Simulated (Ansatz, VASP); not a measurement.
**Bi: VASP beside Ansatz**

INCAR

```
SYSTEM = Bi
PREC     = Accurate       ! precision mode
ENCUT    = 520            ! plane-wave cutoff, eV
EDIFF    = 1E-8           ! SCF threshold, eV
ISMEAR   = -1             ! smearing method
SIGMA    = 0.03           ! smearing width, eV
LREAL    = .False.        ! projectors in reciprocal space
LASPH    = .True.         ! aspherical terms in the spheres
NELM     = 100            ! most SCF steps
ALGO     = Normal         ! electronic algorithm
ISIF     = 2              ! what is computed and relaxed
LWAVE    = .False.        ! write WAVECAR
LCHARG   = .False.        ! write CHGCAR
GGA      = PE             ! functional
LEFG     = .True.       
NBANDS   = 22             ! bands
```

KPOINTS

```
Automatic mesh
0
Gamma
  11 11 11
  0 0 0
```

The input POSCAR:

```
Bi
1.0
    2.3175796175      1.3380552160      4.0315490999
   -2.3175796175      1.3380552160      4.0315490999
    0.0000000000     -2.6761104319      4.0315490999
Bi
2
Direct
    0.2338900000      0.2338900000      0.2338900000
    0.7661100000      0.7661100000      0.7661100000
```

Input for Ansatz:

```yaml
crystal:
  lattice:
    - [2.3175796175, 1.338055216, 4.0315490999]
    - [-2.3175796175, 1.338055216, 4.0315490999]
    - [0.0, -2.6761104319, 4.0315490999]
  atoms:
    - { symbol: Bi, position: [0.23389, 0.23389, 0.23389] }
    - { symbol: Bi, position: [0.76611, 0.76611, 0.76611] }
kpoints:
  mp_grid: { grid: [11, 11, 11] }
scf:
  occupations: { method: fermi_dirac, width: 0.03 }
hamiltonian:
  xc: pbe
  pseudopotentials: { kind: all_electron, datasets: crystal }
output:
  forces: true
  stress: true
  eigenvalues: true
  efg: { contact_densities: true }
```

Change from the starting cell: volume scaled by 1.06, crystal datasets.

Alike in both runs: task electric field gradients; functional PBE; k mesh 11 × 11 × 11; occupations fermi-dirac, width 0.03 eV; no spin polarisation.

|  | VASP | Ansatz |
| --- | --- | --- |
| version | VASP 6.6.1 | Ansatz 0.2.0 |
| potentials or method | VASP PAW PBE potentials, release 64 (Bi_d), cutoff 520 eV | all-electron PAW with datasets made for the crystal, scalar-relativistic |

```tsv
	VASP	Ansatz	Ansatz less VASP
pressure (GPa)	-0.9	-0.8	+0.07
traceless stress, the component that is largest in VASP (GPa)	0.35	0.35	+0.001
rms of the force components (eV/Å)	0.032	0.036	+0.0037
size of Vzz on the site where it differs most (V/Å²)	33.9	35.4	+1.47
```

Atom by atom the forces differ by 0.004 eV/Å (rms over components). Ansatz ran all-electron here, and VASP with PAW potentials.

Neither program's run includes spin-orbit coupling.
